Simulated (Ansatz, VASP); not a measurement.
**Two plane-wave programs on Al3H**

Contents of INCAR:

```
ALGO = Normal
EDIFF = 1E-7
EDIFFG = -0.01
ENCUT = 600
GGA = PE
IBRION = 2
ISIF = 3
ISMEAR = 0
LASPH = True
LCHARG = False
LREAL = False
LWAVE = False
NELM = 60
NSW = 100
PREC = Accurate
SIGMA = 0.1
```

Contents of KPOINTS:

```
k-points
0
Gamma
  12 12 10
```

Contents of POSCAR:

```
Al3H
1.0
    5.6185201614      0.0000000000      0.0000000000
   -2.8092600807      4.8657811915      0.0000000000
    0.0000000000      0.0000000000      4.2960759860
Al H
6 2
Direct
    0.1740333415      0.3480666830      0.7500000000
    0.8259666585      0.1740333415      0.2500000000
    0.8259666585      0.6519333170      0.2500000000
    0.1740333415      0.8259666585      0.7500000000
    0.6519333170      0.8259666585      0.7500000000
    0.3480666830      0.1740333415      0.2500000000
    0.6666666667      0.3333333333      0.7500000000
    0.3333333333      0.6666666667      0.2500000000
```

Input for Ansatz:

```yaml
crystal:
  lattice:
    - [5.6185201614, 0.0, 0.0]
    - [-2.8092600807, 4.8657811915, 0.0]
    - [0.0, 0.0, 4.296075986]
  atoms:
    - { symbol: Al, position: [0.1740333415, 0.348066683, 0.75] }
    - { symbol: Al, position: [0.8259666585, 0.1740333415, 0.25] }
    - { symbol: Al, position: [0.8259666585, 0.651933317, 0.25] }
    - { symbol: Al, position: [0.1740333415, 0.8259666585, 0.75] }
    - { symbol: Al, position: [0.651933317, 0.8259666585, 0.75] }
    - { symbol: Al, position: [0.348066683, 0.1740333415, 0.25] }
    - { symbol: H, position: [0.6666666667, 0.3333333333, 0.75] }
    - { symbol: H, position: [0.3333333333, 0.6666666667, 0.25] }
basis:
  ecutwfc: 420
kpoints:
  mp_grid: { grid: [12, 12, 10] }
hamiltonian:
  xc: pbe
scf:
  occupations: { method: gaussian, width: 0.1 }
output:
  forces: true
  stress: true
  eigenvalues: true
relax:
  adjacent_minimum: "off"
  f_tol: 0.01
  max_steps: 80
  cell: { stress_tol: 0.05 }
```

Change from the starting cell: species swapped into the V3Sn type (P6_3/mmc, No. 194).

Alike in both runs: task relaxation of cell and atoms; functional PBE; k mesh 12 × 12 × 10; occupations gaussian, width 0.1 eV; no spin polarisation.

|  | VASP | Ansatz |
| --- | --- | --- |
| version | VASP 6.6.1 | Ansatz 0.2.0 |
| potentials or method | VASP PAW PBE potentials, release 64 (Al, H), cutoff 600 eV | scalar-relativistic, plane waves, PAW |
| valence electrons in the cell | 20 | 20 |

|  | VASP | Ansatz | Ansatz less VASP |
| --- | --- | --- | --- |
| gap on the k mesh at the Fermi level, each at its own relaxed structure (eV) | none | none | - |
| relaxed volume (Å³/atom) | 14.73 | 14.73 | +0.007 |
| relaxed length of the cell vector where the two differ most in proportion (Å) | 4.159 | 4.163 | +0.0041 |

A gap of «none» marks a metal or a gap that the smearing closes.
